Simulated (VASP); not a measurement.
Runs of VASP 6.6.1 on LiCl. It takes space group P6_3mc (No. 186, hexagonal). Conventional cell: a = 3.894 Å, b = 3.894 Å, c = 6.226 Å, α = 90.00°, β = 90.00°, γ = 120.00°. Within 3.1 Å of Li (site symmetry 3m) lie 4 Cl at 2.37 Å. Cl (site symmetry 3m) has 4 Li at 2.37 Å within 3.1 Å. 

```tsv
level	k mesh	smearing	gap on the mesh (eV)
PBE	6 × 6 × 4, shifted	gaussian 0.01 eV	6.24
PBE	6 × 6 × 4	fermi-dirac 0.2 eV	6.03
PBE	6 × 6 × 4	gaussian 0.01 eV	6.03
r2SCAN	6 × 6 × 4	gaussian 0.01 eV	(a)
```

Alike in all rows: task single point; potentials or basis VASP PAW PBE potentials, release 64 (Li_sv, Cl); no spin polarisation; cell as given; cutoff (eV) 520.

Problem. Fill in the values left out.

Solution. (a) 6.74.

A k mesh can miss the band edges.
